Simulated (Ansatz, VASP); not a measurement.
**TiPt3 in VASP and in Ansatz**

Contents of INCAR:

```
PREC = Accurate
ENCUT = 520
EDIFF = 1E-7
ISMEAR = 0
SIGMA = 0.1
LREAL = False
LASPH = True
NELM = 80
ALGO = Fast
ISIF = 2
LWAVE = False
LCHARG = False
GGA = PE
NBANDS = 29
```

The input KPOINTS:

```
Automatic mesh
0
Gamma
  10 10 10
```

POSCAR

```
TiPt3
1.0
    3.9083009095      0.0000000000      0.0000000000
    0.0000000000      3.9083009095      0.0000000000
    0.0000000000      0.0000000000      3.9083009095
Ti Pt
1 3
Direct
    0.0000000000      0.0000000000      0.0000000000
    0.0000000000      0.5000000000      0.5000000000
    0.5000000000      0.0000000000      0.5000000000
    0.5000000000      0.5000000000      0.0000000000
```

Input for Ansatz:

```yaml
crystal:
  lattice:
    - [3.9083009095, 0.0, 0.0]
    - [0.0, 3.9083009095, 0.0]
    - [0.0, 0.0, 3.9083009095]
  atoms:
    - { symbol: Ti, position: [0.0, 0.0, 0.0] }
    - { symbol: Pt, position: [0.0, 0.5, 0.5] }
    - { symbol: Pt, position: [0.5, 0.0, 0.5] }
    - { symbol: Pt, position: [0.5, 0.5, 0.0] }
basis:
  ecutwfc: 420
kpoints:
  mp_grid: { grid: [10, 10, 10] }
hamiltonian:
  xc: pbe
scf:
  occupations: { method: gaussian, width: 0.1 }
output:
  forces: true
  stress: true
  eigenvalues: true
```

Alike in both runs: task single point; functional PBE; k mesh 10 × 10 × 10; occupations gaussian, width 0.1 eV; no spin polarisation.

|  | VASP | Ansatz |
| --- | --- | --- |
| version | VASP 6.6.1 | Ansatz 0.2.0 |
| potentials or method | VASP PAW PBE potentials, release 64 (Ti_sv, Pt), cutoff 520 eV | scalar-relativistic, plane waves, PAW |
| valence electrons in the cell | 42 | 66 |

```csv
,VASP,Ansatz,Ansatz less VASP
gap on the k mesh at the Fermi level (eV),none,none,-
pressure (GPa),7.3,7.7,+0.37
```

A gap of «none» marks a metal or a gap that the smearing closes. VASP's potentials hold 42 valence electrons a cell and Ansatz's 66, so a difference there can come from the potentials and not from the codes.

Neither program's run includes spin-orbit coupling.
